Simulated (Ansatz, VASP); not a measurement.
**One calculation of CdSe, two programs**

```
Cd Se
1.0
     4.38301    0.00000    0.00000
    -2.19151    3.79580    0.00000
     0.00000    0.00000    7.15527
Cd Se
2 2
Direct
  0.33333 0.66667 0.00464
  0.66667 0.33333 0.50464
  0.33333 0.66667 0.38036
  0.66667 0.33333 0.88036
```

Alike in both runs: functional PBE; k mesh 9 × 9 × 6; occupations gaussian, width 0.02 eV; no spin polarisation.

Ansatz relaxed the structure, and its values are those at the end. VASP's run is a single point on that final structure, the one shown.

|  | VASP | Ansatz |
| --- | --- | --- |
| version | VASP 6.6.1 | Ansatz 0.2.0 |
| potentials or method | VASP PAW PBE potentials, release 64 (Cd, Se), cutoff 520 eV | scalar-relativistic, plane waves, PAW |
| valence electrons in the cell | 36 | 72 |

|  | VASP | Ansatz | Ansatz less VASP |
| --- | --- | --- | --- |
| gap on the k mesh at the Fermi level (eV) | 0.54 | 0.54 | +0.002 |
| least direct gap on the mesh (eV) | 0.54 | 0.54 | +0.002 |
| pressure (GPa) | 0.2 | 0.0 | -0.25 |

VASP's potentials hold 36 valence electrons a cell and Ansatz's 72, so a difference there can come from the potentials and not from the codes.
